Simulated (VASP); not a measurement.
Here is a VASP 6.6.1 calculation.

INCAR

```
ALGO     = Normal         # electronic algorithm
EDIFF    = 1E-6           # SCF threshold, eV
ENCUT    = 520            # plane-wave cutoff, eV
GGA      = CA             # functional
ISIF     = 2              # what is computed and relaxed
ISMEAR   = 0              # smearing method
LASPH    = True           # aspherical terms in the spheres
LCHARG   = True           # write CHGCAR
LELF     = True           # ELF
LREAL    = False          # projectors in reciprocal space
LVHAR    = True         
LWAVE    = False          # write WAVECAR
NBANDS   = 56             # bands
NELM     = 100            # most SCF steps
PREC     = Accurate       # precision mode
SIGMA    = 0.05           # smearing width, eV
```

Contents of KPOINTS:

```
k-points
0
Gamma
  5 7 3
```

The input POSCAR:

```
HfO2
1.0
    0.0000000000     -4.7888991458      0.0000000000
    0.0000000000      0.0000000000     -3.1858186391
    9.2777982917      0.0000000000      0.0000000000
Hf O
4 8
Direct
    0.0000000000      0.0000000000      0.3084617750
    0.0000000000      0.0000000000      0.8246294040
    0.5000000000      0.5000000000      0.0503779606
    0.5000000000      0.5000000000      0.5665455895
    0.1951075729      0.5000000000      0.9253376173
    0.1951075729      0.5000000000      0.4091699884
    0.6951075729      0.0000000000      0.9820050051
    0.6951075729      0.0000000000      0.4658373762
    0.3048924271      0.0000000000      0.1510861739
    0.3048924271      0.0000000000      0.6672538028
    0.8048924271      0.5000000000      0.2077535617
    0.8048924271      0.5000000000      0.7239211906
```

Potentials or basis: VASP PAW LDA potentials, release 64 (Hf_pv, O).

The run is started by

```bash
$ cat potpaw_LDA.64/Hf_pv/POTCAR potpaw_LDA.64/O/POTCAR > POTCAR
$ mpirun -np 1 vasp_std > vasp.out
```

Estimate the band gap on the k mesh.

3.26 eV.

Predict the largest force.

4.842 eV/Å.

Stress tensor (GPa, compression positive):
```
 7.08 -2.88  0.00
-2.88  7.98  0.00
 0.00  0.00  5.35
```

Caveat: the cell differs from its parent crystal (the distance across one plane changed); the cell stands under pressure; spin-orbit coupling is left out, which moves the levels of the heavy elements; forces of over 1 eV/Å act on the atoms, so gaps and moduli don't describe the material at rest. A k mesh can miss the band edges.
